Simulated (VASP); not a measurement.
# Cs (Im-3m) in VASP: notebook

Runs on Cs. Level: PBE. Tasks: single point, relaxation of cell and atoms.

Everything below comes from runs of VASP 6.6.1. Logs are shortened: lines on timing, memory, paths and dates and some standing lists are left out, and cuts for length are marked.

## 1. The cell of the first run

Symmetry: Im-3m, No. 229, cubic system. The conventional cell has a = 6.358 Å, b = 6.358 Å, c = 6.358 Å, α = 90.00°, β = 90.00°, γ = 90.00°.

## 2. Single point, PBE (volume scaled by 1.10)

INCAR

```
SYSTEM = Cs
  PREC = Accurate
  ENCUT = 520
  EDIFF = 1E-6
  ISMEAR = 0
  SIGMA = 0.1
  LREAL = .FALSE.
  LASPH = .TRUE.
  NELM = 100
  ALGO = Normal
  ISIF = 2
  LWAVE = .FALSE.
  LCHARG = .FALSE.
  GGA = PE
  NBANDS = 10
```

KPOINTS

```
regular mesh
0
G
  10 10 10
  0 0 0
```

POSCAR

```
Cs
1.0
   -3.1788365935      3.1788365935      3.1788365935
    3.1788365935     -3.1788365935      3.1788365935
    3.1788365935      3.1788365935     -3.1788365935
Cs
1
Direct
    0.0000000000      0.0000000000      0.0000000000
```

Potentials or basis: VASP PAW PBE potentials, release 64 (Cs_sv).

Command:

```console
> cat potpaw_PBE.64/Cs_sv/POTCAR > POTCAR
> mpirun -np 1 vasp_std > vasp.out
```

OUTCAR:

```text
SYSTEM = Cs
   PREC = Accurate
   ENCUT = 520
   EDIFF = 1E-6
   ISMEAR = 0
   LREAL = .FALSE.
   LASPH = .TRUE.
   NELM = 100
   ISIF = 2
   GGA = PE

 ion  position               nearest neighbor table
   1  0.000  0.000  0.000-

  LATTYP: Found a body centered cubic cell.
 ALAT       =     6.3576731870

  Lattice vectors:

 A1 = (  -3.1788365935,   3.1788365935,   3.1788365935)
 A2 = (   3.1788365935,  -3.1788365935,   3.1788365935)
 A3 = (   3.1788365935,   3.1788365935,  -3.1788365935)

Analysis of symmetry for initial positions (statically):
=====================================================================
 Subroutine PRICEL returns:
 Original cell was already a primitive cell.

 Routine SETGRP: Setting up the symmetry group for a
 body centered cubic supercell.

 Subroutine GETGRP returns: Found 48 space group operations
 (whereof 48 operations were pure point group operations)
 out of a pool of 48 trial point group operations.

The static configuration has the point symmetry O_h .

Analysis of symmetry for dynamics (positions and initial velocities):
=====================================================================
 Subroutine PRICEL returns:
 Original cell was already a primitive cell.

 Routine SETGRP: Setting up the symmetry group for a
 body centered cubic supercell.

 Subroutine GETGRP returns: Found 48 space group operations
 (whereof 48 operations were pure point group operations)
 out of a pool of 48 trial point group operations.

The dynamic configuration has the point symmetry O_h .

 Subroutine INISYM returns: Found 48 space group operations
 (whereof 48 operations are pure point group operations),
 and found     1 'primitive' translations

----------------------------------------------------------------------------------------

                                     Primitive cell

  volume of cell :     128.4886

  direct lattice vectors                    reciprocal lattice vectors
    -3.178836593  3.178836593  3.178836593     0.000000000  0.157290249  0.157290249
     3.178836593 -3.178836593  3.178836593     0.157290249  0.000000000  0.157290249
     3.178836593  3.178836593 -3.178836593     0.157290249  0.157290249  0.000000000

  length of vectors
     5.505906489  5.505906489  5.505906489     0.222442004  0.222442004  0.222442004

  position of ions in fractional coordinates (direct lattice)
     0.000000000  0.000000000  0.000000000

  ion indices of the primitive-cell ions
   primitive index   ion index
                 1           1

----------------------------------------------------------------------------------------

 KPOINTS: regular mesh

Automatic generation of k-mesh.
 Grid dimensions read from file:
 generate k-points for:   10   10   10

 Generating k-lattice:

  Cartesian coordinates                     Fractional coordinates (reciprocal lattice)
     0.000000000  0.015729025  0.015729025     0.100000000  0.000000000  0.000000000
     0.015729025  0.000000000  0.015729025     0.000000000  0.100000000  0.000000000
     0.015729025  0.015729025  0.000000000     0.000000000  0.000000000  0.100000000

  Length of vectors
     0.022244200  0.022244200  0.022244200

  Shift w.r.t. Gamma in fractional coordinates (k-lattice)
     0.000000000  0.000000000  0.000000000

 Subroutine IBZKPT returns following result:
 ===========================================

 Found     47 irreducible k-points:

 Following reciprocal coordinates:
            Coordinates               Weight
  0.000000  0.000000  0.000000      1.000000
  0.100000  0.000000  0.000000     12.000000
  0.200000  0.000000  0.000000     12.000000
  0.300000  0.000000  0.000000     12.000000
  0.400000  0.000000  0.000000     12.000000
  0.500000  0.000000  0.000000      6.000000
[... 16 lines left out ...]
  0.300000  0.300000  0.100000      8.000000
 -0.300000  0.300000  0.100000     24.000000
 [... further k-points ...]
   k-points           NKPTS =     47   k-points in BZ     NKDIM =     47   number of bands    NBANDS=     10
   number of dos      NEDOS =    301   number of ions     NIONS =      1
   total plane-waves  NPLWV =  74088
   dimension x,y,z NGX =    42 NGY =   42 NGZ =   42
   dimension x,y,z NGXF=    84 NGYF=   84 NGZF=   84
   ions per type =               1
   NGX,Y,Z   is equivalent  to a cutoff of  12.68, 12.68, 12.68 a.u.
   NGXF,Y,Z  is equivalent  to a cutoff of  25.36, 25.36, 25.36 a.u.
 SYSTEM =  Cs
   PREC   = accura    normal or accurate (medium, high low for compatibility)
   ISTART =      0    job   : 0-new  1-cont  2-samecut
   ICHARG =      2    charge: 1-file 2-atom 10-const
   ISPIN  =      1    spin polarized calculation?
   LNONCOLLINEAR =      F non collinear calculations
   LSORBIT =      F    spin-orbit coupling
   LASPH  =      T    aspherical Exc in radial PAW
   ENCUT  =  520.0 eV  38.22 Ry    6.18 a.u.  10.24 10.24 10.24*2*pi/ulx,y,z
   NELM   =    100;   NELMIN=  2; NELMDL= -5     # of ELM steps
   EDIFF  = 0.1E-05   stopping-criterion for ELM
   LREAL  =      F    real-space projection
   EDIFFG = 0.1E-04   stopping-criterion for IOM
   NSW    =      0    number of steps for IOM
   IBRION =     -1    ionic relax: 0-MD 1-quasi-New 2-CG
   NFREE  =      0    steps in history (QN), initial steepest desc. (CG)
   ISIF   =      2    stress and relaxation
   ISYM   =      2    0-nonsym 1-usesym 2-fastsym
   POTIM  = 0.5000    time-step for ionic-motion
   TEBEG  =    0.0;   TEEND  =   0.0 temperature during run
   PSTRESS=    0.0 pullay stress
   NELECT =       9.0000    total number of electrons
   NUPDOWN=      -1.0000    fix difference up-down
   EMIN   =  10.00;   EMAX   =-10.00  energy-range for DOS
   EFERMI =   0.00;   METHOD = LEGACY
   ISMEAR =     0;   SIGMA  =   0.10  broadening in eV -4-tet -1-fermi 0-gaus
   EFERMI_NEDOS =   21; number of points for ismear=-14 and -15
   IALGO  =     38    algorithm
   IMIX   =      4    mixing-type and parameters
     AMIX     =   0.40;   BMIX     =  1.00
     AMIX_MAG =   1.60;   BMIX_MAG =  1.00
  volume/ion in A,a.u.               =     128.49       867.08
  Fermi-wavevector in a.u.,A,eV,Ry     =   0.674840  1.275263  6.196215  0.455409
  Thomas-Fermi vector in A             =   1.751678
   LORBIT       =      0    0 simple, 1 ext, 2 COOP (PROOUT), +10 PAW based schemes
   GGA     = PE    functional components
   LHFCALC =     F    Hartree Fock is set to
   AEXX    =    0.0000 exact exchange contribution
   IVDW    =     0    specifies the selected vdW correction
   LEPSILON=     F    determine dielectric tensor
   LRPA    =     F    only Hartree local field effects (RPA)
 non-spin polarized calculation
 Gauss-broadening in eV      SIGMA  =   0.10
  energy-cutoff  :      520.00
  volume of cell :      128.49
 maximum number of plane-waves:      3484
 NGX is ok and might be reduce to    42
   NGX = 21   NGY = 21   NGZ = 21

 number of electron       8.9999998 magnetization

 Free energy of the ion-electron system (eV)
  ---------------------------------------------------
  ext. energy  EPLUGINS =         0.00000000
  ---------------------------------------------------
  free energy    TOTEN  =        -0.84553999 eV

  energy without entropy =       -0.83664286  energy(sigma->0) =       -0.84109142

 E-fermi :   0.1966     XC(G=0):  -5.1372

 val. band max:        0.1523517537   @ k =  -0.3000   0.3000   0.3000
 cond. band min:       0.2044929731   @ k =   0.3000   0.2000   0.0000
 fundamental gap:      0.0521412194
 Fermi energy:         0.1966095862

 k-point     1 :       0.0000    0.0000    0.0000
  band No.  band energies     occupation
      1     -23.7336      2.00000
      2     -10.4900      2.00000
      3     -10.4900      2.00000
      4     -10.4900      2.00000
      5      -1.3740      2.00000
      6       2.6151      0.00000
      7       2.6151      0.00000
      8       2.6151      0.00000
      9       3.3974      0.00000
     10       3.3974      0.00000

 k-point     2 :       0.1000    0.0000    0.0000
  band No.  band energies     occupation
      1     -23.7332      2.00000
      2     -10.4991      2.00000
      3     -10.4931      2.00000
      4     -10.4900      2.00000
      5      -1.2750      2.00000
      6       2.5076      0.00000
      7       2.5136      0.00000
      8       2.7125      0.00000
      9       3.2466      0.00000
     10       3.3804      0.00000

 k-point     3 :       0.2000    0.0000    0.0000
  band No.  band energies     occupation
      1     -23.7323      2.00000
      2     -10.5227      2.00000
      3     -10.5010      2.00000
      4     -10.4900      2.00000
      5      -0.9896      2.00000
      6       2.1334      0.00000
      7       2.2756      0.00000
      8       3.0006      0.00000
      9       3.2081      0.00000
     10       3.3739      0.00000

 k-point     4 :       0.3000    0.0000    0.0000
  band No.  band energies     occupation
      1     -23.7311      2.00000
      2     -10.5514      2.00000
      3     -10.5108      2.00000
      4     -10.4899      2.00000
      5      -0.5553      2.00000
      6       1.6600      0.00000
      7       2.0488      0.00000
      8       3.2989      0.00000
      9       3.4464      0.00000
     10       3.4666      0.00000
[... 222 lines left out ...]
 k-point    22 :      -0.2000    0.2000    0.1000
  band No.  band energies     occupation
      1     -23.7319      2.00000
      2     -10.5226      2.00000
      3     -10.5042      2.00000
      4     -10.4974      2.00000
      5      -0.8958      2.00000
      6       2.1596      0.00000
      7       2.3171      0.00000
      8       2.7436      0.00000
      9       2.9795      0.00000
     10       3.6763      0.00000

 k-point    23 :       0.3000    0.3000    0.1000
  band No.  band energies     occupation
      1     -23.7295      2.00000
      2     -10.5484      2.00000
      3     -10.5484      2.00000
      4     -10.5093      2.00000
      5       1.0665      0.00000
      6       1.0795      0.00000
      7       1.0795      0.00000
      8       2.7570      0.00000
      9       3.7529      0.00000
     10       3.7529      0.00000

 k-point    24 :      -0.3000    0.3000    0.1000
  band No.  band energies     occupation
      1     -23.7308      2.00000
      2     -10.5501      2.00000
      3     -10.5141      2.00000
      4     -10.4970      2.00000
      5      -0.4667      2.00000
      6       1.6717      0.00000
      7       2.1121      0.00000
      8       2.8347      0.00000
      9       3.4371      0.00000
     10       3.6972      0.00000

 [... further k-points ...]
[... 5 lines left out ...]
  --------------------------------------------------------------------------------------
  -------------------------------------------------------------------------------------
  Total       -0.1277560     -0.1277560     -0.1277560     -0.0000000     -0.0000000     -0.0000000
  in kB       -1.5930418     -1.5930418     -1.5930418     -0.0000000     -0.0000000     -0.0000000
  external PRESSURE =      -1.5930418 kB  Pullay stress =       0.0000000 kB

 VOLUME and BASIS-vectors are now :
 -----------------------------------------------------------------------------
  energy-cutoff  :      520.00
  volume of cell :      128.49
      direct lattice vectors                 reciprocal lattice vectors
    -3.178836593  3.178836593  3.178836593     0.000000000  0.157290249  0.157290249
     3.178836593 -3.178836593  3.178836593     0.157290249  0.000000000  0.157290249
     3.178836593  3.178836593 -3.178836593     0.157290249  0.157290249  0.000000000

 POSITION                                       TOTAL-FORCE (eV/Angst)
 -----------------------------------------------------------------------------------
      0.00000      0.00000      0.00000         0.000000      0.000000      0.000000
 -----------------------------------------------------------------------------------
    total drift:                               -0.000000      0.000000      0.000000

  FREE ENERGIE OF THE ION-ELECTRON SYSTEM (eV)
  ---------------------------------------------------
  free  energy   TOTEN  =        -0.8455399907 eV

  energy  without entropy=       -0.8366428586  energy(sigma->0) =       -0.84109142
```

Wall time 45 s (1 thread of Intel Xeon Platinum 8488C (Sapphire Rapids), shared host); peak memory 0.27 GiB.

Results:

| Quantity | Value |
| --- | --- |
| Free energy | -0.8455 eV |
| Pressure | -0.2 GPa |

Caveat: the cell differs from its parent crystal (volume scaled by 1.10); spin-orbit coupling is left out, which moves the levels of the heavy elements.

## 3. Single point, PBE

This run uses another cell than the first one, of 116.81 Å³/atom, 0.909 times its volume.

INCAR

```
PREC = Accurate
ENCUT = 520
EDIFF = 1E-6
ISMEAR = 0
SIGMA = 0.1
LREAL = False
LASPH = True
NELM = 60
ALGO = Normal
ISIF = 2
LWAVE = False
LCHARG = False
GGA = PE
NBANDS = 10
```

KPOINTS

```
regular mesh
0
Gamma
  10 10 10
```

POSCAR

```
Cs
1.0
   -3.0794321476      3.0794321476      3.0794321476
    3.0794321476     -3.0794321476      3.0794321476
    3.0794321476      3.0794321476     -3.0794321476
Cs
1
Direct
    0.0000000000      0.0000000000      0.0000000000
```

Potentials or basis: VASP PAW PBE potentials, release 64 (Cs_sv).

Command:

```console
> cat potpaw_PBE.64/Cs_sv/POTCAR > POTCAR
> mpirun -np 1 vasp_std > vasp.out
```

It took 43 s on 1 thread of Oxide Virtual Turin-like, shared host; peak memory 0.22 GiB.

Results (log left out):

```
Free energy : -0.8514 eV
Pressure    : 0.0 GPa
```

Levels at points of the mesh, in eV from the Fermi level:
| k point | band 1 | band 2 | band 3 | band 4 | band 5 | band 6 | band 7 | band 8 | band 9 |
| --- | --- | --- | --- | --- | --- | --- | --- | --- | --- |
| (0.00, 0.00, 0.00) | -23.87 | -10.62 | -10.62 | -10.62 | -1.67 | 2.48 | 2.48 | 2.48 | 3.32 |
| (0.50, 0.00, 0.00) | -23.87 | -10.75 | -10.66 | -10.62 | 0.04 | 0.85 | 1.64 | 3.16 | 3.77 |
| (0.50, 0.50, 0.50) | -23.86 | -10.71 | -10.71 | -10.71 | 0.66 | 0.66 | 2.97 | 2.97 | 2.97 |

Caveat: spin-orbit coupling is left out, which moves the levels of the heavy elements.

## 4. Relaxation of cell and atoms, PBE

This run uses another cell than the first one, of 111.66 Å³/atom, 0.869 times its volume.

INCAR

```
PREC = Accurate
ENCUT = 600
EDIFF = 1E-7
ISMEAR = 0
SIGMA = 0.1
LREAL = False
LASPH = True
NELM = 100
ALGO = Fast
ISIF = 3
LWAVE = False
LCHARG = False
GGA = PE
IBRION = 2
NSW = 100
EDIFFG = -0.005
```

KPOINTS

```
Automatic mesh
0
Gamma
  10 10 10
```

POSCAR

```
Cs
1.0
   -3.0335000000      3.0335000000      3.0335000000
    3.0335000000     -3.0335000000      3.0335000000
    3.0335000000      3.0335000000     -3.0335000000
Cs
1
Direct
    0.0000000000      0.0000000000      0.0000000000
```

Command:

```console
> cat potpaw_PBE.64/Cs_sv/POTCAR > POTCAR
> mpirun -np 1 vasp_std > vasp.out
```

Wall time 4.1 min (1 thread of Oxide Virtual Turin-like, shared host); peak memory 0.26 GiB.

Results (log left out):

```
Free energy                            : -0.8513 eV
Relaxed volume                         : 116.75 Å³/atom
Relaxed cell                           : a = 5.333 Å, b = 5.333 Å, c = 5.333 Å, α = 109.47°, β = 109.47°, γ = 109.47°
Space group after relaxing (to 0.05 Å) : Im-3m (No. 229)
Energy gained by relaxing              : 1.5 meV/atom
Ionic steps                            : 4
Pressure after relaxing                : 0.0 GPa
```

The path:
| step | energy change (eV) | largest force (eV/Å) | pressure (GPa) | volume (Å³) |
| --- | --- | --- | --- | --- |
| 1 | 0.0000 | 0.0000 | 0.10 | 111.66 |
| 2 | -0.0006 | 0.0000 | 0.07 | 112.75 |
| 3 | -0.0015 | 0.0000 | 0.01 | 116.05 |
| 4 | -0.0015 | 0.0000 | 0.00 | 116.75 |

Final structure:
```xyz
1
Lattice="-3.0789 3.0789 3.0789 3.0789 -3.0789 3.0789 3.0789 3.0789 -3.0789" Properties=species:S:1:pos:R:3 pbc="T T T"
Cs    0.0000    0.0000    0.0000
```

Levels at points of the mesh, in eV from the Fermi level:
| k point | band 1 | band 2 | band 3 | band 4 | band 5 | band 6 | band 7 | band 8 |
| --- | --- | --- | --- | --- | --- | --- | --- | --- |
| (0.00, 0.00, 0.00) | -23.87 | -10.62 | -10.62 | -10.62 | -1.67 | 2.48 | 2.48 | 2.48 |
| (0.50, 0.00, 0.00) | -23.87 | -10.75 | -10.66 | -10.62 | 0.04 | 0.85 | 1.64 | 3.16 |
| (0.50, 0.50, 0.50) | -23.86 | -10.71 | -10.71 | -10.71 | 0.66 | 0.66 | 2.97 | 2.97 |

Caveat: spin-orbit coupling is left out, which moves the levels of the heavy elements. Zero-point motion and thermal expansion aren't in these numbers.

## 5. Summary

| task | cell | cutoff (eV) | gap on the mesh (eV) | pressure (GPa) |
| --- | --- | --- | --- | --- |
| single point | a = 5.506 Å, angles 109.5°, 1 atom | 520 | none | -0.2 |
| single point | a = 5.334 Å, angles 109.5°, 1 atom | 520 | none | 0.0 |
| relaxation of cell and atoms | relaxed from a = 5.254 Å, angles 109.5°, 1 atom | 600 | none | 0.0 |

Alike in all rows: level PBE; potentials or basis VASP PAW PBE potentials, release 64 (Cs_sv); no spin polarisation; k mesh 10 × 10 × 10; smearing gaussian 0.1 eV.

Caveats: spin-orbit coupling is left out, which moves the levels of the heavy elements.

Absolute energies hang on the potentials; compare differences alone.
